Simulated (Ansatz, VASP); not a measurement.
**Cu: VASP beside Ansatz**

Contents of INCAR:

```
  PREC = Accurate
  ENCUT = 520
  EDIFF = 1E-6
  ISMEAR = 0
  SIGMA = 0.15
  LREAL = False
  LASPH = True
  NELM = 100
  ALGO = Fast
  ISIF = 2
  LWAVE = False
  LCHARG = False
  GGA = PS
  NBANDS = 18
```

File KPOINTS:

```
regular mesh
0
Gamma
  24 24 12
```

POSCAR

```
Cu
1.0
    2.5340966698      0.0000000000      0.0000000000
   -1.2670483349      2.1945920917      0.0000000000
    0.0000000000      0.0000000000      4.1125710000
Cu
2
Direct
    0.1557552617      0.6666666667      0.2500000000
    0.6666666667      0.3333333333      0.7500000000
```

Input for Ansatz:

```yaml
crystal:
  lattice:
    - [2.5340966698, 0.0, 0.0]
    - [-1.2670483349, 2.1945920917, 0.0]
    - [0.0, 0.0, 4.112571]
  atoms:
    - { symbol: Cu, position: [0.1557552617, 0.6666666667, 0.25] }
    - { symbol: Cu, position: [0.6666666667, 0.3333333333, 0.75] }
basis:
  ecutwfc: 420
kpoints:
  mp_grid: { grid: [24, 24, 12] }
hamiltonian:
  xc: pbesol
scf:
  occupations: { method: gaussian, width: 0.15 }
output:
  forces: true
  stress: true
  eigenvalues: true
```

Alike in both runs: task single point; functional PBEsol; k mesh 24 × 24 × 12; occupations gaussian, width 0.15 eV; no spin polarisation.

```csv
,VASP,Ansatz
version,VASP 6.6.1,Ansatz 0.2.0
potentials or method,"VASP PAW PBE potentials, release 64 (Cu), cutoff 520 eV","scalar-relativistic, plane waves, PAW"
valence electrons in the cell,22,38
```

```tsv
	VASP	Ansatz	Ansatz less VASP
gap on the k mesh at the Fermi level (eV)	none	none	-
pressure (GPa)	1.9	1.2	-0.74
traceless stress, the component that is largest in VASP (GPa)	7.47	7.47	-0.003
rms of the force components (eV/Å)	0.418	0.418	+0.0004
```

VASP's potentials were made for PBE, not for PBEsol. Atom by atom the forces differ by 0.000 eV/Å (rms over components). A gap of «none» marks a metal or a gap that the smearing closes. VASP's potentials hold 22 valence electrons a cell and Ansatz's 38, so a difference there can come from the potentials and not from the codes.
